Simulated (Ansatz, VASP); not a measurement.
# BePtBr6: VASP beside Ansatz

```
CELL_PARAMETERS angstrom
0.00000 5.34602 5.34602
5.34602 0.00000 5.34602
5.34602 5.34602 0.00000
ATOMIC_POSITIONS crystal
Be 0.50000 0.50000 0.50000
Pt 0.00000 0.00000 0.00000
Br 0.74322 0.25678 0.25678
Br 0.25678 0.74322 0.74322
Br 0.25678 0.74322 0.25678
Br 0.74322 0.25678 0.74322
Br 0.25678 0.25678 0.74322
Br 0.74322 0.74322 0.25678
```

Change from the starting cell: species swapped into the HfMnF6 type (Fm-3m, No. 225).

Alike in both runs: task single point; functional PBE; k mesh 4 × 4 × 4; occupations gaussian, width 0.1 eV; no spin polarisation.

```csv
,VASP,Ansatz
version,VASP 6.6.1,Ansatz 0.2.0
potentials or method,"VASP PAW PBE potentials, release 64 (Be, Pt, Br), cutoff 520 eV","scalar-relativistic, plane waves, PAW"
valence electrons in the cell,54,62
```

Ansatz gave:

* gap on the k mesh at the Fermi level (eV): none
* pressure (GPa): -4.7
* rms of the force components (eV/Å): 0.185

Task: Estimate VASP's values.

Result: gap on the k mesh at the Fermi level (eV): none; pressure (GPa): -4.7; rms of the force components (eV/Å): 0.184.

Atom by atom the forces differ by 0.001 eV/Å (rms over components). A gap of «none» marks a metal or a gap that the smearing closes. VASP's potentials hold 54 valence electrons a cell and Ansatz's 62, so a difference there can come from the potentials and not from the codes.

Neither program's run includes spin-orbit coupling.
